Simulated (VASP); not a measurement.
# Cu (Pm-3m) in VASP: a series of runs

Cu is run at these levels: PBE; tasks: single point.

Everything below comes from runs of VASP 6.6.1. Logs are shortened: lines on timing, memory, paths and dates and some standing lists are left out, and cuts for length are marked.

## (1) The cell of the first run

The structure is cubic, space group Pm-3m (No. 221). Conventional cell: a = 2.423 Å, b = 2.423 Å, c = 2.423 Å, α = 90.00°, β = 90.00°, γ = 90.00°. Cu (site symmetry m-3m) has 6 Cu at 2.42 Å within 3.2 Å.

## (2) Single point, PBE

INCAR

```
SYSTEM = Cu
PREC     = Accurate       ! precision mode
ENCUT    = 520            ! plane-wave cutoff, eV
EDIFF    = 1E-7           ! SCF threshold, eV
ISMEAR   = -1             ! smearing method
SIGMA    = 0.06122561905347299 ! smearing width, eV
LREAL    = .FALSE.        ! projectors in reciprocal space
LASPH    = .TRUE.         ! aspherical terms in the spheres
NELM     = 60             ! most SCF steps
ALGO     = Normal         ! electronic algorithm
ISIF     = 2              ! what is computed and relaxed
LWAVE    = .FALSE.        ! write WAVECAR
LCHARG   = .TRUE.         ! write CHGCAR
GGA      = PE             ! functional
LELF     = .TRUE.         ! ELF
LVHAR    = .TRUE.       
NBANDS   = 12             ! bands
```

KPOINTS

```
regular mesh
0
G
  15 15 15
  0 0 0
```

POSCAR

```
Cu
1.0
    2.4229574752      0.0000000000      0.0000000000
    0.0000000000      2.4229574752      0.0000000000
    0.0000000000      0.0000000000      2.4229574752
Cu
1
Direct
    0.0000000000      0.0000000000      0.0000000000
```

Potentials or basis: VASP PAW PBE potentials, release 64 (Cu).

Run with:

```sh
cat potpaw_PBE.64/Cu/POTCAR > POTCAR
mpirun -np 1 vasp_std > vasp.out
```

OUTCAR:

```text
SYSTEM = Cu
   PREC = Accurate
   ENCUT = 520
   EDIFF = 1E-7
   ISMEAR = -1
   LREAL = .FALSE.
   LASPH = .TRUE.
   NELM = 60
   ISIF = 2
   GGA = PE

 ion  position               nearest neighbor table
   1  0.000  0.000  0.000-

  LATTYP: Found a simple cubic cell.
 ALAT       =     2.4229574752

  Lattice vectors:

 A1 = (   2.4229574752,   0.0000000000,   0.0000000000)
 A2 = (   0.0000000000,   2.4229574752,   0.0000000000)
 A3 = (   0.0000000000,   0.0000000000,   2.4229574752)

Analysis of symmetry for initial positions (statically):
=====================================================================
 Subroutine PRICEL returns:
 Original cell was already a primitive cell.

 Routine SETGRP: Setting up the symmetry group for a
 simple cubic supercell.

 Subroutine GETGRP returns: Found 48 space group operations
 (whereof 48 operations were pure point group operations)
 out of a pool of 48 trial point group operations.

The static configuration has the point symmetry O_h .

Analysis of symmetry for dynamics (positions and initial velocities):
=====================================================================
 Subroutine PRICEL returns:
 Original cell was already a primitive cell.

 Routine SETGRP: Setting up the symmetry group for a
 simple cubic supercell.

 Subroutine GETGRP returns: Found 48 space group operations
 (whereof 48 operations were pure point group operations)
 out of a pool of 48 trial point group operations.

The dynamic configuration has the point symmetry O_h .

 Subroutine INISYM returns: Found 48 space group operations
 (whereof 48 operations are pure point group operations),
 and found     1 'primitive' translations

----------------------------------------------------------------------------------------

                                     Primitive cell

  volume of cell :      14.2245

  direct lattice vectors                    reciprocal lattice vectors
     2.422957475  0.000000000  0.000000000     0.412718758  0.000000000  0.000000000
     0.000000000  2.422957475  0.000000000     0.000000000  0.412718758  0.000000000
     0.000000000  0.000000000  2.422957475     0.000000000  0.000000000  0.412718758

  length of vectors
     2.422957475  2.422957475  2.422957475     0.412718758  0.412718758  0.412718758

  position of ions in fractional coordinates (direct lattice)
     0.000000000  0.000000000  0.000000000

  ion indices of the primitive-cell ions
   primitive index   ion index
                 1           1
[... 73 lines left out ...]
   LREAL  =      F    real-space projection
   EDIFFG = 0.1E-05   stopping-criterion for IOM
   NSW    =      0    number of steps for IOM
   IBRION =     -1    ionic relax: 0-MD 1-quasi-New 2-CG
   NFREE  =      0    steps in history (QN), initial steepest desc. (CG)
   ISIF   =      2    stress and relaxation
   ISYM   =      2    0-nonsym 1-usesym 2-fastsym
   POTIM  = 0.5000    time-step for ionic-motion
   TEBEG  =    0.0;   TEEND  =   0.0 temperature during run
   PSTRESS=    0.0 pullay stress
   NELECT =      11.0000    total number of electrons
   NUPDOWN=      -1.0000    fix difference up-down
   EMIN   =  10.00;   EMAX   =-10.00  energy-range for DOS
   EFERMI =   0.00;   METHOD = LEGACY
   ISMEAR =    -1;   SIGMA  =   0.06  broadening in eV -4-tet -1-fermi 0-gaus
   EFERMI_NEDOS =   21; number of points for ismear=-14 and -15
   IALGO  =     38    algorithm
   IMIX   =      4    mixing-type and parameters
     AMIX     =   0.40;   BMIX     =  1.00
     AMIX_MAG =   1.60;   BMIX_MAG =  1.00
  volume/ion in A,a.u.               =      14.22        95.99
  Fermi-wavevector in a.u.,A,eV,Ry     =   1.502657  2.839610 30.721667  2.257979
  Thomas-Fermi vector in A             =   2.613869
   LORBIT       =      0    0 simple, 1 ext, 2 COOP (PROOUT), +10 PAW based schemes
   GGA     = PE    functional components
   LHFCALC =     F    Hartree Fock is set to
   AEXX    =    0.0000 exact exchange contribution
   IVDW    =     0    specifies the selected vdW correction
   LEPSILON=     F    determine dielectric tensor
   LRPA    =     F    only Hartree local field effects (RPA)
 non-spin polarized calculation
  energy-cutoff  :      520.00
  volume of cell :       14.22
 maximum number of plane-waves:       397
 NGX is ok and might be reduce to    18
   NGX =  9   NGY =  9   NGZ =  9

 number of electron      10.9999998 magnetization

 Free energy of the ion-electron system (eV)
  ---------------------------------------------------
  ext. energy  EPLUGINS =         0.00000000
  ---------------------------------------------------
  free energy    TOTEN  =        -3.26736283 eV

  energy without entropy =       -3.26424332  energy(sigma->0) =       -3.26580308

 E-fermi :   5.2889     XC(G=0): -11.5964

 val. band max:        5.2386638084   @ k =   0.4000   0.2667   0.0667
 cond. band min:       5.5053688196   @ k =   0.4000   0.2000   0.2000
 fundamental gap:      0.2667050112
 Fermi energy:         5.2889390609

 k-point     1 :       0.0000    0.0000    0.0000
  band No.  band energies     occupation
      1      -2.5062      2.00000
      2       1.6615      2.00000
      3       1.6615      2.00000
      4       4.0592      2.00000
      5       4.0592      2.00000
      6       4.0592      2.00000
      7      22.6630      0.00000
      8      22.6630      0.00000
      9      22.6630      0.00000
     10      26.0367      0.00000
     11      26.0367      0.00000
     12      29.6817      0.00000
[... 331 lines left out ...]
 k-point    24 :       0.3333    0.2000    0.0000
  band No.  band energies     occupation
      1       0.8670      2.00000
      2       2.1323      2.00000
      3       2.6806      2.00000
      4       3.5394      2.00000
      5       3.7933      2.00000
      6       3.8664      2.00000
      7      11.7226      0.00000
      8      18.7620      0.00000
      9      26.7679      0.00000
     10      27.4678      0.00000
     11      29.0844      0.00000
     12      36.1374      0.00000

 [... further k-points ...]
[... 5 lines left out ...]
  --------------------------------------------------------------------------------------
  -------------------------------------------------------------------------------------
  Total       -0.1538201     -0.1538201     -0.1538201     -0.0000000     -0.0000000      0.0000000
  in kB      -17.3255255    -17.3255255    -17.3255255     -0.0000000     -0.0000000      0.0000000
  external PRESSURE =     -17.3255255 kB  Pullay stress =       0.0000000 kB

 VOLUME and BASIS-vectors are now :
 -----------------------------------------------------------------------------
  energy-cutoff  :      520.00
  volume of cell :       14.22
      direct lattice vectors                 reciprocal lattice vectors
     2.422957475  0.000000000  0.000000000     0.412718758  0.000000000  0.000000000
     0.000000000  2.422957475  0.000000000     0.000000000  0.412718758  0.000000000
     0.000000000  0.000000000  2.422957475     0.000000000  0.000000000  0.412718758

 POSITION                                       TOTAL-FORCE (eV/Angst)
 -----------------------------------------------------------------------------------
      0.00000      0.00000      0.00000         0.000000      0.000000      0.000000
 -----------------------------------------------------------------------------------
    total drift:                                0.000000      0.000000      0.000000

  FREE ENERGIE OF THE ION-ELECTRON SYSTEM (eV)
  ---------------------------------------------------
  free  energy   TOTEN  =        -3.2673628341 eV

  energy  without entropy=       -3.2642433236  energy(sigma->0) =       -3.26580308
```

Run time: 10 s. Hardware: 1 thread of Intel Xeon 6975P-C, shared host; peak memory 0.13 GiB.

What came out:

```
Free energy : -3.2674 eV
Pressure    : -1.7 GPa
```

Levels at points of the mesh, in eV from the Fermi level:
```
           k point  band 3  band 4  band 5  band 6  band 7  band 8  band 9  band 10
(0.00, 0.00, 0.00)   -3.63   -1.23   -1.23   -1.23   17.37   17.37   17.37    20.75
```

(Part 1 of 2 ends here.)
